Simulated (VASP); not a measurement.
# H3C2N in VASP: a series of runs

Runs on H3C2N. Level: PBE. Tasks: single point.

Everything below comes from runs of VASP 6.6.1. Logs are shortened: lines on timing, memory, paths and dates and some standing lists are left out, and cuts for length are marked.

**1. The cell of the first run**

The cell holds a disordered packing, 36 atoms: a = 8.052 Å, b = 8.052 Å, c = 8.052 Å, α = 90.00°, β = 90.00°, γ = 90.00°.

**2. Single point, PBE**

Contents of INCAR:

```
SYSTEM = H3C2N
  ALGO = Normal
  EDIFF = 1E-6
  ENCUT = 1000
  GGA = PE
  GGA_COMPAT = .False.
  ISIF = 2
  ISMEAR = -1
  LASPH = .True.
  LCHARG = .True.
  LELF = .True.
  LREAL = Auto
  LVHAR = .True.
  LWAVE = .False.
  NBANDS = 72
  NELM = 120
  PREC = Accurate
  SIGMA = 0.02
```

Contents of KPOINTS:

```
k-points
0
Gamma
  1 1 1
  0 0 0
```

Contents of POSCAR:

```
H3C2N
1.0
    8.0517480000      0.0000000000      0.0000000000
    0.0000000000      8.0517480000      0.0000000000
    0.0000000000      0.0000000000      8.0517480000
C N H
12 6 18
Direct
    0.2555966729      0.5752912287      0.7385725435
    0.3752973888      0.4376813581      0.7410937352
    0.2343217895      0.8278947627      0.3113858009
    0.1646971564      0.8875712454      0.4677742026
    0.7599343646      0.3360885115      0.4634645794
    0.9318349258      0.3867234792      0.4282299943
    0.7116839722      0.9985781969      0.8262553672
    0.8364519108      0.9007236689      0.9171424640
    0.1914242721      0.2181265484      0.0197100058
    0.3394542402      0.1655541132      0.0946129958
    0.6574348825      0.5408142431      0.0529326054
    0.6223493333      0.6499209861      0.1956966363
    0.4828144150      0.3447574365      0.7378646227
    0.1225944975      0.9250786289      0.6011117089
    1.0683642856      0.4161953404      0.3985842577
    0.9275625616      0.8242433817      1.0000188779
    0.4643215361      0.1467134838      0.1671189908
    0.6028007831      0.7315554337      0.3093117172
    0.3066787485      0.6802746435      0.8177603174
    0.2291303702      0.6190457029      0.6143262308
    0.1320707007      0.5444532044      0.7919646765
    0.1456081338      0.8556030318      0.2078927458
    0.3564815988      0.8806783322      0.2895147737
    0.2455491652      0.6922844580      0.3181793568
    0.6772566653      0.4388736458      0.5044618883
    0.7103178093      0.2773931822      0.3492285153
    0.7641694698      0.2518831936      0.5681499222
    0.7569784847      1.0081040788      0.6971529660
    0.5991742414      0.9281959644      0.8258703576
    0.6794922047      1.1130502346      0.8948491682
    0.1675536790      0.1840966707     -0.1164219248
    0.0777719323      0.1710311848      0.0815475099
    0.1779986160      0.3582079320      0.0335827699
    0.7747634427      0.4777099333      0.0809141071
    0.5769057849      0.4275220735      0.0445369130
    0.6838142475      0.6241874435     -0.0460024333
```

Potentials or basis: VASP PAW PBE potentials, release 64 (C_h, N_h, H_h).

Run with:

```bash
cat potpaw_PBE.64/C_h/POTCAR potpaw_PBE.64/N_h/POTCAR potpaw_PBE.64/H_h/POTCAR > POTCAR
mpirun -np 1 vasp_gam > vasp.out
```

OUTCAR:

```text
SYSTEM = H3C2N
   EDIFF = 1E-6
   ENCUT = 1000
   GGA = PE
   ISIF = 2
   ISMEAR = -1
   LASPH = .True.
   LREAL = Auto
   NELM = 120
   PREC = Accurate

 ion  position               nearest neighbor table
   1  0.256  0.575  0.739-  20 1.08  21 1.11  19 1.14   2 1.47
   2  0.375  0.438  0.741-  13 1.14   1 1.47
   3  0.234  0.828  0.311-  23 1.09  24 1.10  22 1.12   4 1.46
   4  0.165  0.888  0.468-  14 1.17   3 1.46
   5  0.760  0.336  0.463-  27 1.08  26 1.11  25 1.11   6 1.47
   6  0.932  0.387  0.428-  15 1.15   5 1.47
   7  0.712  0.999  0.826-  29 1.07  28 1.10  30 1.11   8 1.47
   8  0.836  0.901  0.917-  16 1.17   7 1.47
   9  0.191  0.218  0.020-  32 1.11  33 1.14  31 1.15  10 1.40
  10  0.339  0.166  0.095-  17 1.17   9 1.40
  11  0.657  0.541  0.053-  36 1.06  34 1.10  35 1.12  12 1.47
  12  0.622  0.650  0.196-  18 1.14  11 1.47
  13  0.483  0.345  0.738-   2 1.14
  14  0.123  0.925  0.601-   4 1.17
  15  0.068  0.416  0.399-   6 1.15
  16  0.928  0.824  0.000-   8 1.17
  17  0.464  0.147  0.167-  10 1.17
  18  0.603  0.732  0.309-  12 1.14
[... 16 lines left out ...]
  35  0.577  0.428  0.045-  11 1.12
  36  0.684  0.624  0.954-  11 1.06

  LATTYP: Found a simple cubic cell.
 ALAT       =     8.0517480000

  Lattice vectors:

 A1 = (   8.0517480000,   0.0000000000,   0.0000000000)
 A2 = (   0.0000000000,   8.0517480000,   0.0000000000)
 A3 = (   0.0000000000,   0.0000000000,   8.0517480000)

Analysis of symmetry for initial positions (statically):
=====================================================================
 Subroutine PRICEL returns:
 Original cell was already a primitive cell.

 Routine SETGRP: Setting up the symmetry group for a
 simple cubic supercell.

 Subroutine GETGRP returns: Found  1 space group operations
 (whereof  1 operations were pure point group operations)
 out of a pool of 48 trial point group operations.

The static configuration has the point symmetry C_1 .

Analysis of symmetry for dynamics (positions and initial velocities):
=====================================================================
 Subroutine PRICEL returns:
 Original cell was already a primitive cell.

 Routine SETGRP: Setting up the symmetry group for a
 simple cubic supercell.

 Subroutine GETGRP returns: Found  1 space group operations
 (whereof  1 operations were pure point group operations)
 out of a pool of 48 trial point group operations.

The dynamic configuration has the point symmetry C_1 .

 Subroutine INISYM returns: Found  1 space group operations
 (whereof  1 operations are pure point group operations),
 and found     1 'primitive' translations

----------------------------------------------------------------------------------------

                                     Primitive cell

  volume of cell :     522.0000

  direct lattice vectors                    reciprocal lattice vectors
     8.051748000  0.000000000  0.000000000     0.124196634  0.000000000  0.000000000
     0.000000000  8.051748000  0.000000000     0.000000000  0.124196634  0.000000000
     0.000000000  0.000000000  8.051748000     0.000000000  0.000000000  0.124196634

  length of vectors
     8.051748000  8.051748000  8.051748000     0.124196634  0.124196634  0.124196634

  position of ions in fractional coordinates (direct lattice)
     0.255596673  0.575291229  0.738572543
     0.375297389  0.437681358  0.741093735
     0.234321790  0.827894763  0.311385801
     0.164697156  0.887571245  0.467774203
     0.759934365  0.336088512  0.463464579
     0.931834926  0.386723479  0.428229994
[... 28 lines left out ...]
     0.576905785  0.427522074  0.044536913
     0.683814248  0.624187443  0.953997567

  ion indices of the primitive-cell ions
   primitive index   ion index
                 1           1
                 2           2
                 3           3
                 4           4
                 5           5
                 6           6
[... 28 lines left out ...]
                35          35
                36          36

----------------------------------------------------------------------------------------

 KPOINTS: k-points

Automatic generation of k-mesh.
 Grid dimensions read from file:
 generate k-points for:    1    1    1

 Generating k-lattice:

  Cartesian coordinates                     Fractional coordinates (reciprocal lattice)
     0.124196634  0.000000000  0.000000000     1.000000000  0.000000000  0.000000000
     0.000000000  0.124196634  0.000000000     0.000000000  1.000000000  0.000000000
     0.000000000  0.000000000  0.124196634     0.000000000  0.000000000  1.000000000

  Length of vectors
     0.124196634  0.124196634  0.124196634

  Shift w.r.t. Gamma in fractional coordinates (k-lattice)
     0.000000000  0.000000000  0.000000000

 Subroutine IBZKPT returns following result:
 ===========================================

 Found      1 irreducible k-points:

 Following reciprocal coordinates:
            Coordinates               Weight
  0.000000  0.000000  0.000000      1.000000
   k-points           NKPTS =      1   k-points in BZ     NKDIM =      1   number of bands    NBANDS=     72
   number of dos      NEDOS =    301   number of ions     NIONS =     36
   total plane-waves  NPLWV = 592704
   dimension x,y,z NGX =    84 NGY =   84 NGZ =   84
   dimension x,y,z NGXF=   168 NGYF=  168 NGZF=  168
   ions per type =              12   6  18
   NGX,Y,Z   is equivalent  to a cutoff of  17.34, 17.34, 17.34 a.u.
   NGXF,Y,Z  is equivalent  to a cutoff of  34.69, 34.69, 34.69 a.u.
 SYSTEM =  H3C2N
   PREC   = accura    normal or accurate (medium, high low for compatibility)
   ISTART =      0    job   : 0-new  1-cont  2-samecut
   ICHARG =      2    charge: 1-file 2-atom 10-const
   ISPIN  =      1    spin polarized calculation?
   LNONCOLLINEAR =      F non collinear calculations
   LSORBIT =      F    spin-orbit coupling
   LASPH  =      T    aspherical Exc in radial PAW
   ENCUT  = 1000.0 eV  73.50 Ry    8.57 a.u.  20.76 20.76 20.76*2*pi/ulx,y,z
   NELM   =    120;   NELMIN=  2; NELMDL= -5     # of ELM steps
   EDIFF  = 0.1E-05   stopping-criterion for ELM
   LREAL  =      T    real-space projection
   EDIFFG = 0.1E-04   stopping-criterion for IOM
   NSW    =      0    number of steps for IOM
   IBRION =     -1    ionic relax: 0-MD 1-quasi-New 2-CG
   NFREE  =      0    steps in history (QN), initial steepest desc. (CG)
   ISIF   =      2    stress and relaxation
   ISYM   =      2    0-nonsym 1-usesym 2-fastsym
   POTIM  = 0.5000    time-step for ionic-motion
   TEBEG  =    0.0;   TEEND  =   0.0 temperature during run
   PSTRESS=    0.0 pullay stress
   NELECT =      96.0000    total number of electrons
   NUPDOWN=      -1.0000    fix difference up-down
   EMIN   =  10.00;   EMAX   =-10.00  energy-range for DOS
   EFERMI =   0.00;   METHOD = LEGACY
   ISMEAR =    -1;   SIGMA  =   0.02  broadening in eV -4-tet -1-fermi 0-gaus
   EFERMI_NEDOS =   21; number of points for ismear=-14 and -15
   IALGO  =     38    algorithm
   IMIX   =      4    mixing-type and parameters
     AMIX     =   0.40;   BMIX     =  1.00
     AMIX_MAG =   1.60;   BMIX_MAG =  1.00
  volume/ion in A,a.u.               =      14.50        97.85
  Fermi-wavevector in a.u.,A,eV,Ry     =   0.930983  1.759303 11.792568  0.866729
  Thomas-Fermi vector in A             =   2.057429
   LORBIT       =      0    0 simple, 1 ext, 2 COOP (PROOUT), +10 PAW based schemes
   GGA     = PE    functional components
   LHFCALC =     F    Hartree Fock is set to
   AEXX    =    0.0000 exact exchange contribution
   IVDW    =     0    specifies the selected vdW correction
   LEPSILON=     F    determine dielectric tensor
   LRPA    =     F    only Hartree local field effects (RPA)
 non-spin polarized calculation
  energy-cutoff  :     1000.00
  volume of cell :      522.00
 maximum number of plane-waves:     18765
 NGX is ok and might be reduce to    84
   NGX = 41   NGY = 41   NGZ = 41

 number of electron      96.0000000 magnetization

 Free energy of the ion-electron system (eV)
  ---------------------------------------------------
  ext. energy  EPLUGINS =         0.00000000
  ---------------------------------------------------
  free energy    TOTEN  =      -220.80705063 eV

  energy without entropy =     -220.80705063  energy(sigma->0) =     -220.80705063

 E-fermi :  -3.8149     XC(G=0):  -6.2371

 val. band max:       -4.3098392755   @ k =   0.0000   0.0000   0.0000
 cond. band min:       1.7195792242   @ k =   0.0000   0.0000   0.0000
 fundamental gap:      6.0294184997
 Fermi energy:        -3.8148546654

 k-point     1 :       0.0000    0.0000    0.0000
  band No.  band energies     occupation
      1     -19.6224      2.00000
      2     -19.4416      2.00000
      3     -19.4138      2.00000
      4     -19.3692      2.00000
      5     -19.3373      2.00000
      6     -18.9766      2.00000
[... 52 lines left out ...]
     59       3.2532      0.00000
     60       3.3324      0.00000
 [bands above 60 left out]

------------------------ aborting loop because EDIFF is reached ----------------------------------------

  FORCE on cell =-STRESS in cart. coord.  units (eV):
  Direction    XX          YY          ZZ          XY          YZ          ZX
  --------------------------------------------------------------------------------------
  -------------------------------------------------------------------------------------
  Total        2.6569484      0.6911377      1.1744094      0.5592674     -2.8045035     -1.3751488
  in kB        8.1549852      2.1213126      3.6046207      1.7165623     -8.6078769     -4.2207514
  external PRESSURE =       4.6269728 kB  Pullay stress =       0.0000000 kB

 VOLUME and BASIS-vectors are now :
 -----------------------------------------------------------------------------
  energy-cutoff  :     1000.00
  volume of cell :      522.00
      direct lattice vectors                 reciprocal lattice vectors
     8.051748000  0.000000000  0.000000000     0.124196634  0.000000000  0.000000000
     0.000000000  8.051748000  0.000000000     0.000000000  0.124196634  0.000000000
     0.000000000  0.000000000  8.051748000     0.000000000  0.000000000  0.124196634

 POSITION                                       TOTAL-FORCE (eV/Angst)
 -----------------------------------------------------------------------------------
      2.05800      4.63210      5.94680         0.144587      0.183697      1.387017
      3.02180      3.52410      5.96710        -1.914787      2.175324     -0.337654
      1.88670      6.66600      2.50720        -1.236148      0.080132     -0.138649
      1.32610      7.14650      3.76640         0.438842     -0.139176      0.108602
      6.11880      2.70610      3.73170         0.409840      0.664230     -0.417318
      7.50290      3.11380      3.44800        -2.010444     -0.351690      0.439617
[... 28 lines left out ...]
      4.64510      3.44230      0.35860        -0.266443      1.242731     -0.458383
      5.50590      5.02580      7.68135        -0.300590     -0.000021     -1.430227
 -----------------------------------------------------------------------------------
    total drift:                                0.001370      0.001289     -0.003249

  FREE ENERGIE OF THE ION-ELECTRON SYSTEM (eV)
  ---------------------------------------------------
  free  energy   TOTEN  =      -220.8070506328 eV

  energy  without entropy=     -220.8070506327  energy(sigma->0) =     -220.80705063
```

Wall time 3.8 min (1 thread of Intel Xeon Platinum 8559C (Emerald Rapids), shared host); peak memory 1.1 GiB.

What came out:

```yaml
Free_energy: -220.8071 eV
Pressure: 0.5 GPa
Largest_force: 3.616 eV/Å
Band_gap_on_the_k_mesh: 6.03 eV
```

Forces in eV/Å, atoms in the order of the input:
```
C    0.145  0.184  1.387
C   -1.915  2.175 -0.338
C   -1.236  0.080 -0.139
C    0.439 -0.139  0.109
C    0.410  0.664 -0.417
C   -2.010 -0.352  0.440
C    1.225 -0.391  0.340
C   -0.129  0.229  0.513
C   -2.821  1.170 -1.625
C    2.000  0.006  1.046
C    0.158 -0.889  2.122
C    0.509 -2.554 -2.509
N    1.384 -1.562  0.104
N   -0.174  0.192 -0.337
N    1.435  0.430 -0.365
N   -0.186  0.307 -0.502
N   -0.732 -0.102 -0.674
N   -0.382  1.738  2.368
H   -0.381 -0.725 -0.735
H    0.247  0.046 -0.369
H    0.490 -0.161 -0.047
H    0.470 -0.092  0.390
H    0.146  0.195 -0.003
H   -0.022 -0.073  0.038
H    0.508 -0.181 -0.423
H   -0.133 -0.052  0.518
H   -0.141 -0.549  0.114
H   -0.256  0.505  0.242
H   -0.917 -0.601 -0.174
H    0.405 -0.007 -0.515
H    0.803  0.190  1.188
H    0.427 -0.173  0.217
H    0.318 -1.041 -0.164
H    0.484  0.287  0.088
H   -0.266  1.243 -0.458
H   -0.301  0.000 -1.430
```

Stress tensor (GPa, compression positive):
```
 0.82  0.17 -0.42
 0.17  0.21 -0.86
-0.42 -0.86  0.36
```

Caveat: the k points lie up to 0.78 Å⁻¹ apart; the atoms stand as in a frame of molecular dynamics.

**3. Single point, PBE**

Contents of INCAR:

```
PREC = Accurate
ENCUT = 1000
EDIFF = 1E-6
ISMEAR = -1
SIGMA = 0.02
LREAL = Auto
LASPH = True
NELM = 120
ALGO = Normal
ISIF = 2
LWAVE = False
LCHARG = False
GGA = PE
NBANDS = 72
GGA_COMPAT = False
```

Contents of KPOINTS:

```
regular mesh
0
Gamma
  1 1 1
```

Contents of POSCAR:

```
H3C2N
1.0
    8.0517480000      0.0000000000      0.0000000000
    0.0000000000      8.0517480000      0.0000000000
    0.0000000000      0.0000000000      8.0517480000
C N H
12 6 18
Direct
    0.2732077556      0.5942933137      0.7490671591
    0.3986463560      0.4640731429      0.7428076487
    0.2019809860      0.8583353577      0.3034744754
    0.1388518369      0.9012080358      0.4672028981
    0.7823642767      0.3464340911      0.4781943002
    0.9412490306      0.3958395121      0.4056510462
    0.6825226025      0.9708326689      0.8103085193
    0.8192506770      0.9024251628      0.9031827623
    0.1928897924      0.2070109497      0.0403639061
    0.3654237564      0.1624367777      0.0782687188
    0.6593723500      0.5144721370      0.1067842660
    0.6499706648      0.6391407183      0.2290682719
    0.4788401227      0.3406092689      0.7373802558
    0.0911354901      0.9252525042      0.6017947904
    1.0786850259      0.4359674446      0.3727637775
    0.9140499678      0.8254605087      0.9798741838
    0.4993822459      0.1272021926      0.1127705437
    0.5887541438      0.7102184519      0.3415159044
    0.3299283584      0.7187631804      0.7863013100
    0.2162387596      0.6053468141      0.6307574455
    0.1822709802      0.5509362687      0.8411713829
    0.1161983708      0.9060517045      0.2077064508
    0.3285000971      0.9001026858      0.2703263937
    0.1962431015      0.7243271896      0.2855280617
    0.6806844924      0.4318565360      0.4549695296
    0.7496260439      0.2180644501      0.4378800727
    0.7984477408      0.3459869832      0.6162140196
    0.7078090372      1.0798400546      0.7314560764
    0.6454002286      0.8749652870      0.7272085515
    0.5846308156      1.0203001882      0.8975566548
    0.1505263205      0.1285807753     -0.0689663909
    0.1308411540      0.1910020035      0.1587232983
    0.1902940827      0.3399882858      0.0062346710
    0.7880400629      0.5168070337      0.0639488469
    0.6286833617      0.3894806445      0.1661005784
    0.5816625160      0.5458938854      0.0026081293
```

Potentials or basis: VASP PAW PBE potentials, release 64 (C_h, N_h, H_h).

Run with:

```bash
cat potpaw_PBE.64/C_h/POTCAR potpaw_PBE.64/N_h/POTCAR potpaw_PBE.64/H_h/POTCAR > POTCAR
mpirun -np 1 vasp_gam > vasp.out
```

It took 3.8 min on 1 thread of AMD EPYC 7R13 (Zen 3), shared host; peak memory 1 GiB.

Results (log left out):

```
Free energy            : -220.7026 eV
Pressure               : -0.1 GPa
Largest force          : 3.909 eV/Å
Band gap on the k mesh : 5.90 eV
```

Forces on the atoms (eV/Å):
```
C    1.476  0.555  1.428
C    0.896 -2.247 -0.334
C   -0.431  0.220 -0.626
C    0.483 -0.116  0.069
C    0.558 -0.812  0.569
C    1.667  0.627  0.239
C   -0.191  1.483  0.610
C   -0.132 -0.016  0.016
C    1.146 -0.279 -0.950
C   -1.729  0.650 -0.584
C    1.409 -1.400 -0.073
C   -2.567  1.247  2.672
N   -1.042  2.235  0.098
N    0.029  0.197 -0.393
N   -2.014 -0.567  0.114
N    0.327  0.068  0.193
N    1.352 -0.326  0.553
N    1.310 -0.082 -0.944
H   -0.676 -1.104 -0.267
H   -0.569  0.168 -1.059
H   -0.158  0.468  0.001
H    0.006  0.019  0.142
H   -0.250  0.040  0.643
H    0.060 -0.379  0.222
H   -0.104  0.203 -0.280
H    0.030  0.519  0.133
H   -0.023 -0.114 -0.595
H    0.513 -0.184  0.197
H   -0.828 -0.799 -0.672
H    0.524 -0.797 -0.554
H   -0.033  0.534  1.079
H   -0.818 -0.118 -0.022
H   -0.117 -0.319  0.095
H    0.207 -0.487 -0.436
H    0.152  1.054 -0.825
H   -0.465 -0.139 -0.459
```

Stress tensor (GPa, compression positive):
```
-0.13 -0.27  0.68
-0.27 -0.66 -0.13
 0.68 -0.13  0.49
```

Levels at points of the mesh, in eV from the valence-band top:
| k point | band 45 | band 46 | band 47 | band 48 | band 49 | band 50 | band 51 | band 52 |
| --- | --- | --- | --- | --- | --- | --- | --- | --- |
| (0.00, 0.00, 0.00) | -0.23 | -0.21 | -0.16 | 0.00 | 5.90 | 6.36 | 6.50 | 6.54 |

Caveat: the k points lie up to 0.78 Å⁻¹ apart.

(Continued in part 2 of 2.)
